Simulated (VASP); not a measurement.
# Si in VASP: notebook, part 2 of 2

VASP 6.6.1. The steps go on from the part before.

## (4) Single point, LDA (13.26 Å³/atom)

This run uses another cell than the first one, of 13.26 Å³/atom.

INCAR reads:

```
PREC = Accurate ; ENCUT = 520
EDIFF = 1E-6 ; ISMEAR = -1
SIGMA = 0.05 ; LREAL = False
LASPH = True ; NELM = 100
ALGO = Normal ; ISIF = 2
LWAVE = False ; LCHARG = True
GGA = CA ; LELF = True
LVHAR = True ; NBANDS = 11
```

KPOINTS reads:

```
Automatic mesh
0
Gamma
  16 16 16
```

POSCAR reads:

```
Si
1.0
   -2.2320831393      2.3485956976      1.2642852077
    2.2320831393     -2.3485956976      1.2642852077
    2.2320831393      2.3485956976     -1.2642852077
Si
2
Direct
    0.8070000000      0.5570000000      0.2500000000
    0.1930000000      0.4430000000      0.7500000000
```

Potentials or basis: VASP PAW LDA potentials, release 64 (Si).

Started as:

```
cat potpaw_LDA.64/Si/POTCAR > POTCAR
mpirun -np 1 vasp_std > vasp.out
```

OUTCAR:

```text
PREC = Accurate
   ENCUT = 520
   EDIFF = 1E-6
   ISMEAR = -1
   LREAL = False
   LASPH = True
   NELM = 100
   ISIF = 2
   GGA = CA

 ion  position               nearest neighbor table
   1  0.807  0.557  0.250-   2 2.37   2 2.37   2 2.44   2 2.44   2 2.72   2 2.72
   2  0.193  0.443  0.750-   1 2.37   1 2.37   1 2.44   1 2.44   1 2.72   1 2.72

  LATTYP: Found a body centered orthorhombic cell.
 ALAT       =     2.5285704154
 B/A-ratio  =     1.7654901961
 C/A-ratio  =     1.8576470588

  Lattice vectors:

 A1 = (   2.2320831393,  -2.3485956976,   1.2642852077)
 A2 = (  -2.2320831393,  -2.3485956976,  -1.2642852077)
 A3 = (   2.2320831393,   2.3485956976,  -1.2642852077)

Analysis of symmetry for initial positions (statically):
=====================================================================
 Subroutine PRICEL returns:
 Original cell was already a primitive cell.

 Routine SETGRP: Setting up the symmetry group for a
 body centered orthorhombic supercell.

 Subroutine GETGRP returns: Found  8 space group operations
 (whereof  4 operations were pure point group operations)
 out of a pool of  8 trial point group operations.

[... 167 lines left out ...]
 cond. band min:      11.0182273879   @ k =  -0.1250  -0.1875   0.0625
 fundamental gap:      0.0037627888
 Fermi energy:        11.0146278995

 k-point     1 :       0.0000    0.0000    0.0000
  band No.  band energies     occupation
      1      -3.9771      2.00000
      2       8.0030      2.00000
      3       8.5048      2.00000
      4       9.4119      2.00000
      5      12.0302      0.00000
      6      18.8340      0.00000
      7      20.2799      0.00000
      8      21.1438      0.00000
      9      21.7679      0.00000
     10      21.9159      0.00000
     11      23.1391      0.00000
[... 309 lines left out ...]
 k-point    24 :      -0.1250    0.0625    0.0000
  band No.  band energies     occupation
      1      -3.7591      2.00000
      2       6.8821      2.00000
      3       8.2359      2.00000
      4      10.5407      1.99985
      5      13.0271      0.00000
      6      17.0165      0.00000
      7      19.3327      0.00000
      8      20.5734      0.00000
      9      21.1280      0.00000
     10      22.1424      0.00000
     11      23.6092      0.00000

 [... further k-points ...]
[... 5 lines left out ...]
  --------------------------------------------------------------------------------------
  -------------------------------------------------------------------------------------
  Total        2.3644140      2.8562718      2.3833542      0.0000000     -0.0000000      0.0000000
  in kB      142.8928297    172.6181435    144.0374754      0.0000000     -0.0000000      0.0000000
  external PRESSURE =     153.1828162 kB  Pullay stress =       0.0000000 kB

 VOLUME and BASIS-vectors are now :
 -----------------------------------------------------------------------------
  energy-cutoff  :      520.00
  volume of cell :       26.51
      direct lattice vectors                 reciprocal lattice vectors
    -2.232083139  2.348595698  1.264285208     0.000000000  0.212893177  0.395480384
     2.232083139 -2.348595698  1.264285208     0.224005993  0.000000000  0.395480384
     2.232083139  2.348595698 -1.264285208     0.224005993  0.212893177  0.000000000

 POSITION                                       TOTAL-FORCE (eV/Angst)
 -----------------------------------------------------------------------------------
     -0.00000      1.17430      1.40841         0.000000     -0.000000     -0.008412
      2.23208      1.17430     -0.14413        -0.000000      0.000000      0.008412
 -----------------------------------------------------------------------------------
    total drift:                                0.000000     -0.000000     -0.000000

  FREE ENERGIE OF THE ION-ELECTRON SYSTEM (eV)
  ---------------------------------------------------
  free  energy   TOTEN  =       -11.3629046962 eV

  energy  without entropy=      -11.3568706659  energy(sigma->0) =      -11.35988768
```

OSZICAR:

```text
N       E                     dE             d eps       ncg     rms          rms(c)
DAV:   1     0.505536034455E+01    0.50554E+01   -0.35605E+03 13662   0.620E+02
DAV:   2    -0.109749533904E+02   -0.16030E+02   -0.15435E+02 17847   0.879E+01
DAV:   3    -0.114042383085E+02   -0.42928E+00   -0.42482E+00 17789   0.117E+01
DAV:   4    -0.114058788400E+02   -0.16405E-02   -0.16403E-02 16608   0.902E-01
DAV:   5    -0.114058853801E+02   -0.65401E-05   -0.65409E-05 17420   0.508E-02    0.529E+00
DAV:   6    -0.113788731045E+02    0.27012E-01   -0.45001E-03 16057   0.329E-01    0.306E+00
DAV:   7    -0.113630171280E+02    0.15856E-01   -0.92530E-03 15819   0.491E-01    0.193E-01
DAV:   8    -0.113629189576E+02    0.98170E-04   -0.80291E-04 15954   0.164E-01    0.463E-02
DAV:   9    -0.113629049184E+02    0.14039E-04   -0.19549E-05 17474   0.270E-02    0.265E-02
DAV:  10    -0.113629046962E+02    0.22219E-06   -0.19957E-06 13091   0.837E-03
   1 F= -.11362905E+02 E0= -.11359888E+02  d E =-.603403E-02
```

stdout:

```text
POSCAR found type information on POSCAR Si
 POSCAR found :  1 types and       2 ions
 scaLAPACK will be used
 LDA part: xc-table for (Slater(with rela. corr.)+CA(PZ))
 , standard interpolation
 POSCAR, INCAR and KPOINTS ok, starting setup
 FFT: planning ... GRIDC
 FFT: planning ... GRID_SOFT
 FFT: planning ... GRID
 WAVECAR not read
 entering main loop
```

It took 58 s on 1 thread of Intel Xeon 6975P-C (Granite Rapids), shared host; peak memory 0.25 GiB.

Results:

* Free energy: -11.3629 eV
* Pressure: 15.3 GPa
* Largest force: 0.008 eV/Å
* Band gap on the k mesh: zero (bands 4 and 5 overlap by 7.55 eV)

Forces on the atoms (eV/Å):
```
Si   0.000  0.000 -0.008
Si   0.000  0.000  0.008
```

Stress tensor (GPa, compression positive):
```
14.29  0.00  0.00
 0.00 17.26  0.00
 0.00  0.00 14.40
```

Caveat: the cell stands under pressure.

## (5) Single point, LDA (13.94 Å³/atom)

This run uses another cell than the first one, of 13.94 Å³/atom.

INCAR reads:

```
PREC = Accurate
ENCUT = 520
EDIFF = 1E-6
ISMEAR = -1
SIGMA = 0.05
LREAL = F
LASPH = T
NELM = 100
ALGO = Normal
ISIF = 2
LWAVE = F
LCHARG = F
NBANDS = 11
```

KPOINTS is that of step 4.

POSCAR reads:

```
Si
1.0
   -2.2696041495      2.3880752679      1.2855376680
    2.2696041495     -2.3880752679      1.2855376680
    2.2696041495      2.3880752679     -1.2855376680
Si
2
Direct
    0.8070000000      0.5570000000      0.2500000000
    0.1930000000      0.4430000000      0.7500000000
```

Started as:

```
cat potpaw_LDA.64/Si/POTCAR > POTCAR
mpirun -np 1 vasp_std > vasp.out
```

It took 60 s on 1 thread of Intel Xeon 6975P-C (Granite Rapids), shared host; peak memory 0.25 GiB.

The run converged. Its results:

```
Free energy            : -11.4568 eV
Pressure               : 7.1 GPa
Largest force          : 0.036 eV/Å
Band gap on the k mesh : zero (bands 4 and 5 overlap by 7.21 eV)
```

Forces in eV/Å, atoms in the order of the input:
```
Si   0.000  0.000  0.036
Si   0.000  0.000 -0.036
```

Stress tensor (GPa, compression positive):
```
6.44 0.00 0.00
0.00 8.20 0.00
0.00 0.00 6.69
```

Levels at points of the mesh, in eV from the Fermi level:
| k point | band 1 | band 2 | band 3 | band 4 | band 5 | band 6 | band 7 | band 8 | band 9 |
| --- | --- | --- | --- | --- | --- | --- | --- | --- | --- |
| (0.00, 0.00, 0.00) | -14.52 | -2.89 | -2.41 | -1.77 | 1.25 | 7.75 | 8.87 | 9.73 | 10.23 |
| (0.50, 0.00, 0.00) | -7.81 | -7.46 | -1.77 | -1.34 | -1.29 | 0.15 | 4.72 | 5.10 | 9.98 |
| (0.00, 0.50, 0.00) | -7.78 | -7.10 | -2.74 | -2.14 | -1.52 | 1.23 | 5.04 | 6.24 | 9.20 |
| (0.50, 0.50, 0.00) | -11.23 | -11.23 | 0.17 | 0.17 | 2.88 | 2.88 | 8.46 | 8.46 | 10.31 |
| (0.50, 0.50, 0.50) | -9.09 | -8.08 | -7.46 | -7.18 | 5.61 | 6.51 | 13.71 | 14.26 | 14.42 |

Caveat: the cell stands under pressure.

## (6) Single point, LDA (14.28 Å³/atom)

This run uses another cell than the first one, of 14.28 Å³/atom.

INCAR, as its differences from that of step 5:

```diff
@@ -7,3 +7,3 @@
 LASPH = T
-NELM = 100
+NELM = 60
 ALGO = Normal
```

KPOINTS reads:

```
regular mesh
0
Gamma
  16 16 16
```

POSCAR reads:

```
Si
1.0
   -2.2879081992      2.4073347711      1.2959053549
    2.2879081992     -2.4073347711      1.2959053549
    2.2879081992      2.4073347711     -1.2959053549
Si
2
Direct
    0.8070000000      0.5570000000      0.2500000000
    0.1930000000      0.4430000000      0.7500000000
```

Potentials or basis: VASP PAW LDA potentials, release 64 (Si).

Started as:

```
cat potpaw_LDA.64/Si/POTCAR > POTCAR
mpirun -np 1 vasp_std > vasp.out
```

OUTCAR:

```text
PREC = Accurate
   ENCUT = 520
   EDIFF = 1E-6
   ISMEAR = -1
   LREAL = F
   LASPH = T
   NELM = 60
   ISIF = 2

 ion  position               nearest neighbor table
   1  0.807  0.557  0.250-   2 2.43   2 2.43   2 2.50   2 2.50   2 2.79   2 2.79
   2  0.193  0.443  0.750-   1 2.43   1 2.43   1 2.50   1 2.50   1 2.79   1 2.79

  LATTYP: Found a body centered orthorhombic cell.
 ALAT       =     2.5918107098
 B/A-ratio  =     1.7654901961
 C/A-ratio  =     1.8576470589

  Lattice vectors:

 A1 = (   2.2879081992,  -2.4073347711,   1.2959053549)
 A2 = (  -2.2879081992,  -2.4073347711,  -1.2959053549)
 A3 = (   2.2879081992,   2.4073347711,  -1.2959053549)

Analysis of symmetry for initial positions (statically):
=====================================================================
 Subroutine PRICEL returns:
 Original cell was already a primitive cell.

 Routine SETGRP: Setting up the symmetry group for a
 body centered orthorhombic supercell.

 Subroutine GETGRP returns: Found  8 space group operations
 (whereof  4 operations were pure point group operations)
 out of a pool of  8 trial point group operations.

The static configuration has the point symmetry C_2h.
 The point group associated with its full space group is D_2h.

Analysis of symmetry for dynamics (positions and initial velocities):
=====================================================================
 Subroutine PRICEL returns:
 Original cell was already a primitive cell.

 Routine SETGRP: Setting up the symmetry group for a
 body centered orthorhombic supercell.

 Subroutine GETGRP returns: Found  8 space group operations
 (whereof  4 operations were pure point group operations)
 out of a pool of  8 trial point group operations.

The dynamic configuration has the point symmetry C_2h.
 The point group associated with its full space group is D_2h.

 Subroutine INISYM returns: Found  8 space group operations
 (whereof  4 operations are pure point group operations),
 and found     1 'primitive' translations

----------------------------------------------------------------------------------------

                                     Primitive cell

  volume of cell :      28.5501

  direct lattice vectors                    reciprocal lattice vectors
    -2.287908199  2.407334771  1.295905355     0.000000000  0.207698574  0.385830646
     2.287908199 -2.407334771  1.295905355     0.218540237  0.000000000  0.385830646
     2.287908199  2.407334771 -1.295905355     0.218540237  0.207698574  0.000000000

  length of vectors
     3.564990227  3.564990227  3.564990227     0.438182593  0.443424314  0.301493836

  position of ions in fractional coordinates (direct lattice)
     0.807000000  0.557000000  0.250000000
     0.193000000  0.443000000  0.750000000

  ion indices of the primitive-cell ions
   primitive index   ion index
                 1           1
                 2           2

----------------------------------------------------------------------------------------

 KPOINTS: regular mesh

Automatic generation of k-mesh.
 Grid dimensions read from file:
 generate k-points for:   16   16   16

 Generating k-lattice:

  Cartesian coordinates                     Fractional coordinates (reciprocal lattice)
     0.000000000  0.012981161  0.024114415     0.062500000 -0.000000000  0.000000000
     0.013658765  0.000000000  0.024114415     0.000000000  0.062500000  0.000000000
     0.013658765  0.012981161  0.000000000     0.000000000 -0.000000000  0.062500000

  Length of vectors
     0.027386412  0.027714020  0.018843365

  Shift w.r.t. Gamma in fractional coordinates (k-lattice)
     0.000000000  0.000000000  0.000000000

 Subroutine IBZKPT returns following result:
 ===========================================

 Found    621 irreducible k-points:

 Following reciprocal coordinates:
            Coordinates               Weight
  0.000000  0.000000  0.000000      1.000000
  0.062500  0.000000 -0.000000      4.000000
  0.125000  0.000000 -0.000000      4.000000
  0.187500  0.000000 -0.000000      4.000000
  0.250000  0.000000 -0.000000      4.000000
  0.312500  0.000000 -0.000000      4.000000
[... 16 lines left out ...]
 -0.187500  0.062500  0.000000      8.000000
 -0.125000  0.062500  0.000000      8.000000
 [... further k-points ...]
   k-points           NKPTS =    621   k-points in BZ     NKDIM =    621   number of bands    NBANDS=     11
   number of dos      NEDOS =    301   number of ions     NIONS =      2
   total plane-waves  NPLWV =  21952
   dimension x,y,z NGX =    28 NGY =   28 NGZ =   28
   dimension x,y,z NGXF=    56 NGYF=   56 NGZF=   56
   ions per type =               2
   NGX,Y,Z   is equivalent  to a cutoff of  13.06, 13.06, 13.06 a.u.
   NGXF,Y,Z  is equivalent  to a cutoff of  26.11, 26.11, 26.11 a.u.
 SYSTEM =  unknown system
   PREC   = accura    normal or accurate (medium, high low for compatibility)
   ISTART =      0    job   : 0-new  1-cont  2-samecut
   ICHARG =      2    charge: 1-file 2-atom 10-const
   ISPIN  =      1    spin polarized calculation?
   LNONCOLLINEAR =      F non collinear calculations
   LSORBIT =      F    spin-orbit coupling
   LASPH  =      T    aspherical Exc in radial PAW
   ENCUT  =  520.0 eV  38.22 Ry    6.18 a.u.   6.63  6.63  6.63*2*pi/ulx,y,z
   NELM   =     60;   NELMIN=  2; NELMDL= -5     # of ELM steps
   EDIFF  = 0.1E-05   stopping-criterion for ELM
   LREAL  =      F    real-space projection
   EDIFFG = 0.1E-04   stopping-criterion for IOM
   NSW    =      0    number of steps for IOM
   IBRION =     -1    ionic relax: 0-MD 1-quasi-New 2-CG
   NFREE  =      0    steps in history (QN), initial steepest desc. (CG)
   ISIF   =      2    stress and relaxation
   ISYM   =      2    0-nonsym 1-usesym 2-fastsym
   POTIM  = 0.5000    time-step for ionic-motion
   TEBEG  =    0.0;   TEEND  =   0.0 temperature during run
   PSTRESS=    0.0 pullay stress
   NELECT =       8.0000    total number of electrons
   NUPDOWN=      -1.0000    fix difference up-down
   EMIN   =  10.00;   EMAX   =-10.00  energy-range for DOS
   EFERMI =   0.00;   METHOD = LEGACY
   ISMEAR =    -1;   SIGMA  =   0.05  broadening in eV -4-tet -1-fermi 0-gaus
   EFERMI_NEDOS =   21; number of points for ismear=-14 and -15
   IALGO  =     38    algorithm
   IMIX   =      4    mixing-type and parameters
     AMIX     =   0.40;   BMIX     =  1.00
     AMIX_MAG =   1.60;   BMIX_MAG =  1.00
  volume/ion in A,a.u.               =      14.28        96.33
  Fermi-wavevector in a.u.,A,eV,Ry     =   1.071278  2.024421 15.614533  1.147636
  Thomas-Fermi vector in A             =   2.207013
   LORBIT       =      0    0 simple, 1 ext, 2 COOP (PROOUT), +10 PAW based schemes
   GGA     = CA    functional components
   LHFCALC =     F    Hartree Fock is set to
   AEXX    =    0.0000 exact exchange contribution
   IVDW    =     0    specifies the selected vdW correction
   LEPSILON=     F    determine dielectric tensor
   LRPA    =     F    only Hartree local field effects (RPA)
 non-spin polarized calculation
  energy-cutoff  :      520.00
  volume of cell :       28.55
 maximum number of plane-waves:       781
   NGX = 13   NGY = 13   NGZ = 13

 number of electron       8.0000000 magnetization

 Free energy of the ion-electron system (eV)
  ---------------------------------------------------
  ext. energy  EPLUGINS =         0.00000000
  ---------------------------------------------------
  free energy    TOTEN  =       -11.47973863 eV

  energy without entropy =      -11.47360754  energy(sigma->0) =      -11.47667309

 E-fermi :   9.9834     XC(G=0): -11.2554

 val. band max:        9.9827473975   @ k =   0.0625   0.1250  -0.0000
 cond. band min:       9.9958157576   @ k =   0.0000   0.3750   0.0000
 fundamental gap:      0.0130683602
 Fermi energy:         9.9833618855

 k-point     1 :       0.0000    0.0000    0.0000
  band No.  band energies     occupation
      1      -4.3103      2.00000
      2       7.1588      2.00000
      3       7.6203      2.00000
      4       8.1292      2.00000
      5      11.3416      0.00000
      6      17.6892      0.00000
      7      18.6708      0.00000
      8      19.5309      0.00000
      9      19.9713      0.00000
     10      20.0922      0.00000
     11      21.7550      0.00000
[... 309 lines left out ...]
 k-point    24 :      -0.1250    0.0625    0.0000
  band No.  band energies     occupation
      1      -4.1033      2.00000
      2       6.0023      2.00000
      3       7.3503      2.00000
      4       9.3808      1.99999
      5      12.2283      0.00000
      6      15.8130      0.00000
      7      17.7865      0.00000
      8      18.9269      0.00000
      9      19.4692      0.00000
     10      20.7201      0.00000
     11      22.1407      0.00000

 [... further k-points ...]
[... 5 lines left out ...]
  --------------------------------------------------------------------------------------
  -------------------------------------------------------------------------------------
  Total        0.5649010      0.8013260      0.6233694      0.0000000      0.0000000      0.0000000
  in kB       31.7011144     44.9688183     34.9822449      0.0000000      0.0000000      0.0000000
  external PRESSURE =      37.2173925 kB  Pullay stress =       0.0000000 kB

 VOLUME and BASIS-vectors are now :
 -----------------------------------------------------------------------------
  energy-cutoff  :      520.00
  volume of cell :       28.55
      direct lattice vectors                 reciprocal lattice vectors
    -2.287908199  2.407334771  1.295905355     0.000000000  0.207698574  0.385830646
     2.287908199 -2.407334771  1.295905355     0.218540237  0.000000000  0.385830646
     2.287908199  2.407334771 -1.295905355     0.218540237  0.207698574  0.000000000

 POSITION                                       TOTAL-FORCE (eV/Angst)
 -----------------------------------------------------------------------------------
      0.00000      1.20367      1.44364        -0.000000     -0.000000      0.054498
      2.28791      1.20367     -0.14773         0.000000      0.000000     -0.054498
 -----------------------------------------------------------------------------------
    total drift:                                0.000000     -0.000000     -0.000000

  FREE ENERGIE OF THE ION-ELECTRON SYSTEM (eV)
  ---------------------------------------------------
  free  energy   TOTEN  =       -11.4797386323 eV

  energy  without entropy=      -11.4736075436  energy(sigma->0) =      -11.47667309
```

It took 57 s on 1 thread of Intel Xeon 6975P-C (Granite Rapids), shared host; peak memory 0.25 GiB.

Results:

| Item | Value |
| --- | --- |
| Free energy | -11.4797 eV |
| Pressure | 3.7 GPa |
| Largest force | 0.054 eV/Å |
| Band gap on the k mesh | zero (bands 4 and 5 overlap by 7.06 eV) |

Forces in eV/Å, atoms in the order of the input:
```
Si   0.000  0.000  0.054
Si   0.000  0.000 -0.054
```

Levels at points of the mesh, in eV from the Fermi level:
| k point | band 2 | band 3 | band 4 | band 5 | band 6 | band 7 |
| --- | --- | --- | --- | --- | --- | --- |
| (0.00, 0.00, 0.00) | -2.82 | -2.36 | -1.85 | 1.36 | 7.71 | 8.69 |
| (0.50, 0.00, 0.00) | -7.34 | -1.75 | -1.36 | -1.24 | 0.22 | 4.60 |
| (0.00, 0.50, 0.00) | -6.95 | -2.69 | -2.09 | -1.59 | 1.33 | 4.93 |
| (0.50, 0.50, 0.00) | -11.07 | 0.19 | 0.19 | 2.83 | 2.83 | 8.30 |
| (0.50, 0.50, 0.50) | -8.00 | -7.29 | -7.02 | 5.50 | 6.47 | 13.37 |

Caveat: the cell stands under pressure.

## (7) Overview

```csv
cell,gap on the mesh (eV),pressure (GPa),largest force (eV/Å)
"a = 3.493, b = 3.492, c = 3.506 Å, angles 99.9, 94.8, 137.2°, 2 atoms",none,11.0,0.04
"a = 3.448 Å, angles 100.2, 95.0, 137.4°, 2 atoms",none,20.3,0.03
"a = 3.478 Å, angles 100.2, 95.0, 137.4°, 2 atoms",none,15.3,0.01
"a = 3.536 Å, angles 100.2, 95.0, 137.4°, 2 atoms",none,7.1,0.04
"a = 3.565 Å, angles 100.2, 95.0, 137.4°, 2 atoms",none,3.7,0.05
```

Alike in all rows: task single point; level LDA; potentials or basis VASP PAW LDA potentials, release 64 (Si); no spin polarisation; k mesh 16 × 16 × 16; cutoff (eV) 520; smearing fermi-dirac 0.05 eV.

Caveats: the cell stands under pressure.

Absolute energies hang on the potentials; compare differences alone.
